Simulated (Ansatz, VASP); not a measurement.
Be2ZnSe3 in VASP and in Ansatz

```xyz
6
Lattice="3.4704 0.0000 0.0000 0.0000 3.4704 0.0000 0.0000 0.0000 11.3956" Properties=species:S:1:pos:R:3 pbc="T T T"
Be    0.0000    1.7352    6.5005
Be    1.7352    0.0000    4.8951
Zn    0.0000    0.0000    0.0000
Se    0.0000    1.7352    4.3026
Se    1.7352    0.0000    7.0930
Se    1.7352    1.7352    0.0000
```

Change from the starting cell: species swapped into the Ti2CuSb3 type (P-4m2, No. 115).

Alike in both runs: functional PBE; k mesh 6 × 6 × 2; occupations gaussian, width 0.1 eV; no spin polarisation.

Ansatz relaxed the structure, and its values are those at the end. VASP's run is a single point on that final structure, the one shown.

|  | VASP | Ansatz |
| --- | --- | --- |
| version | VASP 6.6.1 | Ansatz 0.2.0 |
| potentials or method | VASP PAW PBE potentials, release 64 (Be, Zn, Se), cutoff 520 eV | scalar-relativistic, plane waves, PAW |
| valence electrons in the cell | 34 | 64 |

```tsv
	VASP	Ansatz	Ansatz less VASP
gap on the k mesh at the Fermi level (eV)	none	none	-
pressure (GPa)	0.2	0.1	-0.16
rms of the force components (eV/Å)	0.016	0.007	-0.0093
```

A gap of «none» marks a metal or a gap that the smearing closes. VASP's potentials hold 34 valence electrons a cell and Ansatz's 64, so a difference there can come from the potentials and not from the codes.
